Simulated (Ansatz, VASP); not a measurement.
## AlP5: VASP beside Ansatz

```
Al P
1.0
     5.23505    0.00000    0.00000
    -2.61752    4.53368    0.00000
     0.00000    0.00000    7.88667
Al P
1 5
Direct
  0.00000 0.00000 0.50000
  0.63301 0.00000 0.00000
  0.00000 0.63301 0.00000
  0.36699 0.36699 0.00000
  0.00000 0.00000 0.15795
  0.00000 0.00000 0.84205
```

Alike in both runs: functional PBE; k mesh 6 × 6 × 2; occupations gaussian, width 0.1 eV; no spin polarisation.

Ansatz relaxed the structure, and its values are those at the end. VASP's run is a single point on that final structure, the one shown.

|  | VASP | Ansatz |
| --- | --- | --- |
| version | VASP 6.6.1 | Ansatz 0.2.0 |
| potentials or method | VASP PAW PBE potentials, release 64 (Al, P), cutoff 520 eV | scalar-relativistic, plane waves, PAW |
| valence electrons in the cell | 28 | 28 |

Ansatz gave:

| Item | Value |
| --- | --- |
| gap on the k mesh at the Fermi level (eV) | none |
| pressure (GPa) | 0.0 |
| rms of the force components (eV/Å) | 0.007 |

Problem. What did VASP give for the same quantities?

Solution. gap on the k mesh at the Fermi level (eV): none; pressure (GPa): -0.1; rms of the force components (eV/Å): 0.037.

A gap of «none» marks a metal or a gap that the smearing closes.

The k mesh is coarse, so the values compare programs but aren't converged.
